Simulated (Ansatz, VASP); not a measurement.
**MgTl2S2 in VASP and in Ansatz**

```
Mg Tl S
1.0
     5.15131    0.00000    0.00000
    -2.57565    4.46116    0.00000
     0.00000    0.00000    6.21745
Mg Tl S
1 2 2
Direct
  0.00000 0.00000 0.00000
  0.33333 0.66667 0.91712
  0.66667 0.33333 0.08288
  0.33333 0.66667 0.50456
  0.66667 0.33333 0.49544
```

Alike in both runs: functional PBE; k mesh 12 × 12 × 6; occupations gaussian, width 0.1 eV; no spin polarisation.

Ansatz relaxed the structure, and its values are those at the end. VASP's run is a single point on that final structure, the one shown.

```csv
,VASP,Ansatz
version,VASP 6.6.1,Ansatz 0.2.0
potentials or method,"VASP PAW PBE potentials, release 64 (Mg, Tl_d, S), cutoff 520 eV","scalar-relativistic, plane waves, PAW"
valence electrons in the cell,40,48
```

|  | VASP | Ansatz | Ansatz less VASP |
| --- | --- | --- | --- |
| gap on the k mesh at the Fermi level (eV) | none | none | - |
| pressure (GPa) | -0.1 | 0.0 | +0.08 |

A gap of «none» marks a metal or a gap that the smearing closes. VASP's potentials hold 40 valence electrons a cell and Ansatz's 48, so a difference there can come from the potentials and not from the codes.

Spin-orbit coupling is off throughout.
